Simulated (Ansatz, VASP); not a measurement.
**Ca3TlRh in VASP and in Ansatz**

```
Ca Tl Rh
1.0
     4.79727    0.00000    0.00000
     0.00000    4.79727    0.00000
     0.00000    0.00000    6.57627
Ca Tl Rh
3 1 1
Cartesian
  2.3986 0.0000 2.5423
  0.0000 2.3986 2.5423
  2.3986 2.3986 5.4543
  0.0000 0.0000 0.1578
  0.0000 0.0000 4.0761
```

Alike in both runs: functional PBE; k mesh 8 × 8 × 6; occupations gaussian, width 0.1 eV; no spin polarisation.

Ansatz relaxed the structure, and its values are those at the end. VASP's run is a single point on that final structure, the one shown.

|  | VASP | Ansatz |
| --- | --- | --- |
| version | VASP 6.6.1 | Ansatz 0.2.0 |
| potentials or method | VASP PAW PBE potentials, release 64 (Ca_sv, Tl_d, Rh_pv), cutoff 520 eV | scalar-relativistic, plane waves, PAW |
| valence electrons in the cell | 58 | 60 |

Ansatz gave:

| Quantity | Value |
| --- | --- |
| gap on the k mesh at the Fermi level (eV) | none |
| pressure (GPa) | 0.0 |
| rms of the force components (eV/Å) | 0.000 |

**Question.** Estimate VASP's values.

**Answer.** gap on the k mesh at the Fermi level (eV): none; pressure (GPa): 0.0; rms of the force components (eV/Å): 0.008.

A gap of «none» marks a metal or a gap that the smearing closes. VASP's potentials hold 58 valence electrons a cell and Ansatz's 60, so a difference there can come from the potentials and not from the codes.

Neither program's run includes spin-orbit coupling.
